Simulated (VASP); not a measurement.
# Al2Cu (I4/mmm) in VASP: further runs

Runs on Al2Cu. Level: PBE. Tasks: single point.

Everything below comes from runs of VASP 6.6.1. Logs are shortened: lines on timing, memory, paths and dates and some standing lists are left out, and cuts for length are marked.

### Step 1. The cell of the first run

The structure is tetragonal, space group I4/mmm (No. 139). The conventional cell has a = 3.994 Å, b = 3.994 Å, c = 5.686 Å, α = 90.00°, β = 90.00°, γ = 90.00°. Al (site symmetry -4m2) has 4 Cu at 2.45 Å and 6 Al at 2.82 to 2.84 Å within 3.2 Å. Cu (site symmetry 4/mmm) has 8 Al at 2.45 Å within 3.2 Å.

### Step 2. Single point, PBE

Input file INCAR:

```
PREC = Accurate
ENCUT = 520
EDIFF = 1E-6
ISMEAR = 0
SIGMA = 0.15
LREAL = False
LASPH = True
NELM = 80
ALGO = Fast
ISIF = 2
LWAVE = False
LCHARG = False
GGA = PE
NBANDS = 16
```

Input file KPOINTS:

```
Automatic mesh
0
Gamma
  14 14 14
```

Input file POSCAR:

```
Al2Cu
1.0
   -1.9969049054      1.9969049054      2.8432000000
    1.9969049054     -1.9969049054      2.8432000000
    1.9969049054      1.9969049054     -2.8432000000
Al Cu
2 1
Direct
    0.7500000000      0.2500000000      0.5000000000
    0.2500000000      0.7500000000      0.5000000000
    0.5000000000      0.5000000000      0.0000000000
```

Potentials or basis: VASP PAW PBE potentials, release 64 (Al, Cu).

The run is started by

```
$ cat potpaw_PBE.64/Al/POTCAR potpaw_PBE.64/Cu/POTCAR > POTCAR
$ mpirun -np 1 vasp_std > vasp.out
```

OUTCAR:

```text
PREC = Accurate
   ENCUT = 520
   EDIFF = 1E-6
   ISMEAR = 0
   LREAL = False
   LASPH = True
   NELM = 80
   ISIF = 2
   GGA = PE

 ion  position               nearest neighbor table
   1  0.750  0.250  0.500-   3 2.45   3 2.45   3 2.45   3 2.45   2 2.82   2 2.82   2 2.82   2 2.82
                             2 2.84   2 2.84
   2  0.250  0.750  0.500-   3 2.45   3 2.45   3 2.45   3 2.45   1 2.82   1 2.82   1 2.82   1 2.82
                             1 2.84   1 2.84
   3  0.500  0.500  0.000-   2 2.45   1 2.45   1 2.45   2 2.45   1 2.45   2 2.45   2 2.45   1 2.45

  LATTYP: Found a body centered tetragonal cell.
 ALAT       =     3.9938098108
 C/A-ratio  =     1.4238034031

  Lattice vectors:

 A1 = (  -1.9969049054,   1.9969049054,   2.8432000000)
 A2 = (   1.9969049054,  -1.9969049054,   2.8432000000)
 A3 = (   1.9969049054,   1.9969049054,  -2.8432000000)

Analysis of symmetry for initial positions (statically):
=====================================================================
 Subroutine PRICEL returns:
 Original cell was already a primitive cell.

 Routine SETGRP: Setting up the symmetry group for a
 body centered tetragonal supercell.

 Subroutine GETGRP returns: Found 16 space group operations
 (whereof 16 operations were pure point group operations)
 out of a pool of 16 trial point group operations.

The static configuration has the point symmetry D_4h.

Analysis of symmetry for dynamics (positions and initial velocities):
=====================================================================
 Subroutine PRICEL returns:
 Original cell was already a primitive cell.

 Routine SETGRP: Setting up the symmetry group for a
 body centered tetragonal supercell.

 Subroutine GETGRP returns: Found 16 space group operations
 (whereof 16 operations were pure point group operations)
 out of a pool of 16 trial point group operations.

The dynamic configuration has the point symmetry D_4h.

 Subroutine INISYM returns: Found 16 space group operations
 (whereof 16 operations are pure point group operations),
 and found     1 'primitive' translations

----------------------------------------------------------------------------------------

                                     Primitive cell

  volume of cell :      45.3505

  direct lattice vectors                    reciprocal lattice vectors
    -1.996904905  1.996904905  2.843200000     0.000000000  0.250387486  0.175858188
     1.996904905 -1.996904905  2.843200000     0.250387486  0.000000000  0.175858188
     1.996904905  1.996904905 -2.843200000     0.250387486  0.250387486  0.000000000

  length of vectors
     4.007373784  4.007373784  4.007373784     0.305973848  0.305973848  0.354101379

  position of ions in fractional coordinates (direct lattice)
     0.750000000  0.250000000  0.500000000
     0.250000000  0.750000000  0.500000000
     0.500000000  0.500000000  0.000000000

  ion indices of the primitive-cell ions
   primitive index   ion index
                 1           1
                 2           2
                 3           3

----------------------------------------------------------------------------------------

 KPOINTS: Automatic mesh

Automatic generation of k-mesh.
 Grid dimensions read from file:
 generate k-points for:   14   14   14

 Generating k-lattice:

  Cartesian coordinates                     Fractional coordinates (reciprocal lattice)
     0.000000000  0.017884820  0.012561299     0.071428571 -0.000000000  0.000000000
     0.017884820  0.000000000  0.012561299    -0.000000000  0.071428571  0.000000000
     0.017884820  0.017884820  0.000000000     0.000000000  0.000000000  0.071428571

  Length of vectors
     0.021855275  0.021855275  0.025292956

  Shift w.r.t. Gamma in fractional coordinates (k-lattice)
     0.000000000  0.000000000  0.000000000

 Subroutine IBZKPT returns following result:
 ===========================================

 Found    244 irreducible k-points:

 Following reciprocal coordinates:
            Coordinates               Weight
  0.000000  0.000000  0.000000      1.000000
  0.071429  0.000000 -0.000000      8.000000
  0.142857  0.000000  0.000000      8.000000
  0.214286  0.000000  0.000000      8.000000
  0.285714 -0.000000  0.000000      8.000000
  0.357143  0.000000 -0.000000      8.000000
[... 16 lines left out ...]
  0.214286  0.142857 -0.000000     16.000000
  0.285714  0.142857  0.000000     16.000000
 [... further k-points ...]
   k-points           NKPTS =    244   k-points in BZ     NKDIM =    244   number of bands    NBANDS=     16
   number of dos      NEDOS =    301   number of ions     NIONS =      3
   total plane-waves  NPLWV =  27000
   dimension x,y,z NGX =    30 NGY =   30 NGZ =   30
   dimension x,y,z NGXF=    60 NGYF=   60 NGZF=   60
   ions per type =               2   1
   NGX,Y,Z   is equivalent  to a cutoff of  12.45, 12.45, 12.45 a.u.
   NGXF,Y,Z  is equivalent  to a cutoff of  24.89, 24.89, 24.89 a.u.
 SYSTEM =  unknown system
   PREC   = accura    normal or accurate (medium, high low for compatibility)
   ISTART =      0    job   : 0-new  1-cont  2-samecut
   ICHARG =      2    charge: 1-file 2-atom 10-const
   ISPIN  =      1    spin polarized calculation?
   LNONCOLLINEAR =      F non collinear calculations
   LSORBIT =      F    spin-orbit coupling
   LASPH  =      T    aspherical Exc in radial PAW
   ENCUT  =  520.0 eV  38.22 Ry    6.18 a.u.   7.45  7.45  7.45*2*pi/ulx,y,z
   NELM   =     80;   NELMIN=  2; NELMDL= -5     # of ELM steps
   EDIFF  = 0.1E-05   stopping-criterion for ELM
   LREAL  =      F    real-space projection
   EDIFFG = 0.1E-04   stopping-criterion for IOM
   NSW    =      0    number of steps for IOM
   IBRION =     -1    ionic relax: 0-MD 1-quasi-New 2-CG
   NFREE  =      0    steps in history (QN), initial steepest desc. (CG)
   ISIF   =      2    stress and relaxation
   ISYM   =      2    0-nonsym 1-usesym 2-fastsym
   POTIM  = 0.5000    time-step for ionic-motion
   TEBEG  =    0.0;   TEEND  =   0.0 temperature during run
   PSTRESS=    0.0 pullay stress
   NELECT =      17.0000    total number of electrons
   NUPDOWN=      -1.0000    fix difference up-down
   EMIN   =  10.00;   EMAX   =-10.00  energy-range for DOS
   EFERMI =   0.00;   METHOD = LEGACY
   ISMEAR =     0;   SIGMA  =   0.15  broadening in eV -4-tet -1-fermi 0-gaus
   EFERMI_NEDOS =   21; number of points for ismear=-14 and -15
   IALGO  =     68    algorithm
   IMIX   =      4    mixing-type and parameters
     AMIX     =   0.40;   BMIX     =  1.00
     AMIX_MAG =   1.60;   BMIX_MAG =  1.00
  volume/ion in A,a.u.               =      15.12       102.01
  Fermi-wavevector in a.u.,A,eV,Ry     =   1.180403  2.230639 18.957704  1.393352
  Thomas-Fermi vector in A             =   2.316696
   LORBIT       =      0    0 simple, 1 ext, 2 COOP (PROOUT), +10 PAW based schemes
   GGA     = PE    functional components
   LHFCALC =     F    Hartree Fock is set to
   AEXX    =    0.0000 exact exchange contribution
   IVDW    =     0    specifies the selected vdW correction
   LEPSILON=     F    determine dielectric tensor
   LRPA    =     F    only Hartree local field effects (RPA)
 non-spin polarized calculation
 RMM-DIIS sequential band-by-band and
 Gauss-broadening in eV      SIGMA  =   0.15
  energy-cutoff  :      520.00
  volume of cell :       45.35
 maximum number of plane-waves:      1243
 NGX is ok and might be reduce to    30
   NGX = 15   NGY = 15   NGZ = 15

 number of electron      17.0000015 magnetization

 Free energy of the ion-electron system (eV)
  ---------------------------------------------------
  ext. energy  EPLUGINS =         0.00000000
  ---------------------------------------------------
  free energy    TOTEN  =       -11.68483089 eV

  energy without entropy =      -11.67482711  energy(sigma->0) =      -11.67982900

 E-fermi :   7.5558     XC(G=0): -10.6726

 val. band max:        7.5557094552   @ k =   0.4286   0.0714   0.0000
 cond. band min:       7.5746439840   @ k =  -0.1429  -0.3571   0.1429
 fundamental gap:      0.0189345288
 Fermi energy:         7.5558246061

 k-point     1 :       0.0000    0.0000    0.0000
  band No.  band energies     occupation
      1      -2.9724      2.00000
      2       2.7956      2.00000
      3       2.7956      2.00000
      4       2.8022      2.00000
      5       3.3735      2.00000
      6       3.3854      2.00000
[... 8 lines left out ...]
     15      14.8298      0.00000
     16      14.8298      0.00000

 k-point     2 :       0.0714    0.0000   -0.0000
  band No.  band energies     occupation
      1      -2.9015      2.00000
      2       2.7750      2.00000
      3       2.8070      2.00000
      4       2.8116      2.00000
      5       3.3705      2.00000
      6       3.3822      2.00000
[... 8 lines left out ...]
     15      13.9800      0.00000
     16      14.5755      0.00000

 k-point     3 :       0.1429    0.0000    0.0000
  band No.  band energies     occupation
      1      -2.6898      2.00000
      2       2.7067      2.00000
      3       2.8379      2.00000
      4       2.8417      2.00000
      5       3.3647      2.00000
      6       3.3756      2.00000
[... 8 lines left out ...]
     15      13.8670      0.00000
     16      14.2812      0.00000

 k-point     4 :       0.2143    0.0000    0.0000
  band No.  band energies     occupation
      1      -2.3400      2.00000
      2       2.5837      2.00000
      3       2.8785      2.00000
      4       2.8809      2.00000
      5       3.3641      2.00000
      6       3.3734      2.00000
[... 8 lines left out ...]
     15      13.5899      0.00000
     16      15.1733      0.00000
[... 324 lines left out ...]
 k-point    22 :       0.1429    0.1429    0.0000
  band No.  band energies     occupation
      1      -2.2248      2.00000
      2       2.5811      2.00000
      3       2.8657      2.00000
      4       2.9146      2.00000
      5       3.3121      2.00000
      6       3.4117      2.00000
[... 8 lines left out ...]
     15      15.3133      0.00000
     16      16.5279      0.00000

 k-point    23 :       0.2143    0.1429   -0.0000
  band No.  band energies     occupation
      1      -1.7890      2.00000
      2       2.4457      2.00000
      3       2.8745      2.00000
      4       2.9665      2.00000
      5       3.2998      2.00000
      6       3.4327      2.00000
[... 8 lines left out ...]
     15      15.3176      0.00000
     16      17.6638      0.00000

 k-point    24 :       0.2857    0.1429    0.0000
  band No.  band energies     occupation
      1      -1.2290      2.00000
      2       2.1913      2.00000
      3       2.8749      2.00000
      4       3.0035      2.00000
      5       3.3172      2.00000
      6       3.4494      2.00000
[... 8 lines left out ...]
     15      15.0735      0.00000
     16      18.5209      0.00000

 [... further k-points ...]

------------------------ aborting loop because EDIFF is reached ----------------------------------------

  FORCE on cell =-STRESS in cart. coord.  units (eV):
  Direction    XX          YY          ZZ          XY          YZ          ZX
  --------------------------------------------------------------------------------------
  -------------------------------------------------------------------------------------
  Total        2.0325151      2.0325151      1.8353904      0.0000000     -0.0000000      0.0000000
  in kB       71.8062428     71.8062428     64.8420707      0.0000000     -0.0000000      0.0000000
  external PRESSURE =      69.4848521 kB  Pullay stress =       0.0000000 kB

 VOLUME and BASIS-vectors are now :
 -----------------------------------------------------------------------------
  energy-cutoff  :      520.00
  volume of cell :       45.35
      direct lattice vectors                 reciprocal lattice vectors
    -1.996904905  1.996904905  2.843200000     0.000000000  0.250387486  0.175858188
     1.996904905 -1.996904905  2.843200000     0.250387486  0.000000000  0.175858188
     1.996904905  1.996904905 -2.843200000     0.250387486  0.250387486  0.000000000

 POSITION                                       TOTAL-FORCE (eV/Angst)
 -----------------------------------------------------------------------------------
      0.00000      1.99690      1.42160         0.000000     -0.000000     -0.000000
      1.99690      0.00000      1.42160         0.000000      0.000000     -0.000000
      0.00000      0.00000      2.84320        -0.000000     -0.000000      0.000000
 -----------------------------------------------------------------------------------
    total drift:                                0.000000     -0.000000      0.000000

  FREE ENERGIE OF THE ION-ELECTRON SYSTEM (eV)
  ---------------------------------------------------
  free  energy   TOTEN  =       -11.6848308870 eV

  energy  without entropy=      -11.6748271123  energy(sigma->0) =      -11.67982900
```

Run time: 6.2 min. Hardware: 1 thread of Intel Xeon Platinum 8375C at 2.90GHz (Ice Lake), shared host; peak memory 0.3 GiB.

What came out:

```
Free energy            : -11.6848 eV
Pressure               : 6.9 GPa
Band gap on the k mesh : zero (an odd number of electrons rules out a gap without spin polarisation)
```

Levels at points of the mesh, in eV from the Fermi level:
| k point | band 7 | band 8 | band 9 | band 10 | band 11 | band 12 |
| --- | --- | --- | --- | --- | --- | --- |
| (0.00, 0.00, 0.00) | 2.90 | 2.95 | 2.95 | 3.03 | 3.03 | 3.10 |
| (0.50, 0.00, 0.00) | -4.10 | 0.58 | 0.64 | 2.98 | 3.03 | 4.11 |
| (0.50, 0.50, 0.00) | -3.86 | -2.11 | -2.06 | 0.48 | 1.51 | 9.13 |
| (0.50, 0.50, 0.50) | -3.88 | -2.04 | -2.04 | 0.56 | 1.55 | 9.12 |

Caveat: the cell stands under pressure.

### Step 3. Single point, PBE

This run uses another cell than the first one, of 15.37 Å³/atom.

Input file INCAR:

```
PREC     = Accurate       # precision mode
ENCUT    = 520            # plane-wave cutoff, eV
EDIFF    = 1E-6           # SCF threshold, eV
ISMEAR   = 0              # smearing method
SIGMA    = 0.15           # smearing width, eV
LREAL    = False          # projectors in reciprocal space
LASPH    = True           # aspherical terms in the spheres
NELM     = 80             # most SCF steps
ALGO     = Fast           # electronic algorithm
ISIF     = 2              # what is computed and relaxed
LWAVE    = False          # write WAVECAR
LCHARG   = False          # write CHGCAR
GGA      = PE             # functional
NBANDS   = 16             # bands
```

KPOINTS is that of step 2.

Input file POSCAR:

```
Al2Cu
1.0
   -1.9969049054      1.9969049054      2.8914013846
    1.9969049054     -1.9969049054      2.8914013846
    1.9969049054      1.9969049054     -2.8914013846
Al Cu
2 1
Direct
    0.7500000000      0.2500000000      0.5000000000
    0.2500000000      0.7500000000      0.5000000000
    0.5000000000      0.5000000000      0.0000000000
```

Potentials or basis: VASP PAW PBE potentials, release 64 (Al, Cu).

The run is started by

```
$ cat potpaw_PBE.64/Al/POTCAR potpaw_PBE.64/Cu/POTCAR > POTCAR
$ mpirun -np 1 vasp_std > vasp.out
```

Wall time 5.6 min (1 thread of Intel Xeon Platinum 8375C at 2.90GHz (Ice Lake), shared host); peak memory 0.3 GiB.

Results (log left out):

```yaml
Free_energy: -11.7103 eV
Pressure: 5.1 GPa
Band_gap_on_the_k_mesh: zero (an odd number of electrons rules out a gap without spin polarisation)
```

Stress tensor (GPa, compression positive):
```
5.90 0.00 0.00
0.00 5.90 0.00
0.00 0.00 3.65
```

Levels at points of the mesh, in eV from the Fermi level:
```tsv
k point	band 6	band 7	band 8	band 9	band 10	band 11	band 12	band 13
(0.00, 0.00, 0.00)	-4.10	2.81	2.91	2.91	2.99	2.99	3.18	4.54
(0.50, 0.00, 0.00)	-4.05	-4.03	0.50	0.72	2.87	3.04	4.03	4.50
(0.50, 0.50, 0.00)	-3.96	-3.79	-2.18	-2.00	0.34	1.49	9.07	10.48
(0.50, 0.50, 0.50)	-3.94	-3.87	-1.93	-1.93	0.63	1.63	9.07	11.00
```

Caveat: the cell stands under pressure.
